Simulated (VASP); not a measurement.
Wanted: the native input for a VASP 6.6.1 run.

| Item | Value |
| --- | --- |
| Task | single point |
| Functional | r2SCAN |
| Potentials or basis | VASP PAW PBE potentials, release 64 (Li_sv, H) |
| Cutoff | 520 eV |
| k mesh | 8 × 8 × 1 |
| Occupations | gaussian, width 0.1 eV |
| Spin | no spin polarisation |
| Dipole correction | yes |
| Further INCAR settings | ALGO = Normal; EDIFF = 1e-07; NBANDS = 17 |

Li5H, a slab with vacuum:

```xyz
6
Lattice="3.4771 0.0000 0.0000 0.0000 3.4771 0.0000 0.0000 0.0000 25.9542" Properties=species:S:1:pos:R:3 pbc="T T T"
Li    1.7385    1.7385    8.5000
Li    0.0000    0.0000   10.2385
Li    1.7385    1.7385   11.8682
Li    0.0000    0.0000   13.7293
Li    1.7385    1.7385   15.1515
H     0.0000    1.7385   14.9200
```

The input as run:

POSCAR

```
Li5H
1.0
    3.4770929275      0.0000000000      0.0000000000
    0.0000000000      3.4770929275      0.0000000000
    0.0000000000      0.0000000000     25.9541858549
Li H
5 1
Direct
    0.5000000000      0.5000000000      0.3275001592
    0.0000000000      0.0000000000      0.3944853644
    0.5000000000      0.5000000000      0.4572731620
    0.0000000000      0.0000000000      0.5289813615
    0.5000000000      0.5000000000      0.5837772703
    0.0000000000      0.5000000000      0.5748572388
```

INCAR.step1

```
ALGO = Normal ; DIPOL = 0.5 0.5 0.478
EDIFF = 1E-4 ; ENCUT = 520
GGA = PE ; IDIPOL = 3
ISMEAR = 0 ; LASPH = True
LCHARG = False ; LDIPOL = True
LREAL = False ; LWAVE = True
NBANDS = 17 ; NELM = 100
PREC = Accurate ; SIGMA = 0.1
```

INCAR.step2

```
ALGO = Normal ; DIPOL = 0.5 0.5 0.478
EDIFF = 1E-7 ; ENCUT = 520
IDIPOL = 3 ; ISIF = 2
ISMEAR = 0 ; ISTART = 1
LASPH = True ; LCHARG = True
LDIPOL = True ; LELF = True
LMIXTAU = True ; LREAL = False
LVACPOTAV = True ; LVHAR = True
LWAVE = False ; METAGGA = R2SCAN
NBANDS = 17 ; NELM = 100
PREC = Accurate ; SIGMA = 0.1
```

KPOINTS

```
k-points
0
Gamma
  8 8 1
```

Potentials or basis: VASP PAW PBE potentials, release 64 (Li_sv, H).

Command:

```bash
$ cat potpaw_PBE.64/Li_sv/POTCAR potpaw_PBE.64/H/POTCAR > POTCAR
$ cp INCAR.step1 INCAR
$ mpirun -np 1 vasp_std > vasp.out
$ cp INCAR.step2 INCAR
$ mpirun -np 1 vasp_std > vasp.out
```

It gave:

```json
{
 "Largest force": "0.054 eV/Å",
 "Band gap on the k mesh": "zero (bands 8 and 9 overlap by 1.35 eV)"
}
```

Caveat: the PAW data sets were made with another functional, which shifts forces and pressure a little.

It took 12 min on 1 thread of Intel(R) Xeon(R) 6975P-C (Granite Rapids) (shared host), peak memory 0.45 GiB.
